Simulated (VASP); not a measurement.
Set up this calculation in VASP 6.6.1, as the native input.

* Task: single point
* Functional: PBE
* Potentials or basis: VASP PAW PBE potentials, release 64 (Ga_d, N)
* Cutoff: 520 eV
* k mesh: 8 × 8 × 8
* Occupations: gaussian, width 0.01 eV
* Spin: no spin polarisation
* Dipole correction: no
* Further INCAR settings: ALGO = Normal; EDIFF = 1e-07; NBANDS = 16

The structure of GaN lies in POSCAR:

```
GaN
1.0
    0.0000000000      2.1758520756      2.1758520756
    2.1758520756      0.0000000000      2.1758520756
    2.1758520756      2.1758520756      0.0000000000
Ga N
1 1
Direct
    0.0000000000      0.0000000000      0.0000000000
    0.5000000000      0.5000000000      0.5000000000
```

This cell differs from its parent crystal: volume changed by +6%.

One way to write it, as run:

INCAR

```
SYSTEM = GaN
PREC = Accurate ; ENCUT = 520
EDIFF = 1E-7 ; ISMEAR = 0
SIGMA = 0.01 ; LREAL = .FALSE.
LASPH = .TRUE. ; NELM = 80
ALGO = Normal ; ISIF = 2
LWAVE = .FALSE. ; LCHARG = .TRUE.
GGA = PE ; LELF = .TRUE.
LVHAR = .TRUE. ; NBANDS = 16
```

KPOINTS

```
regular mesh
0
G
  8 8 8
  0 0 0
```

Potentials or basis: VASP PAW PBE potentials, release 64 (Ga_d, N).

Launch:

```sh
$ cat potpaw_PBE.64/Ga_d/POTCAR potpaw_PBE.64/N/POTCAR > POTCAR
$ mpirun -np 1 vasp_std > vasp.out
```

It gave:

The pressure is -10.1 GPa. The band gap on the k mesh is 0.08 eV, indirect (least direct gap 1.70 eV).

Wall time 5.6 s on 1 thread of Intel(R) Xeon(R) 6975P-C (Granite Rapids) (shared host), peak memory 0.13 GiB.
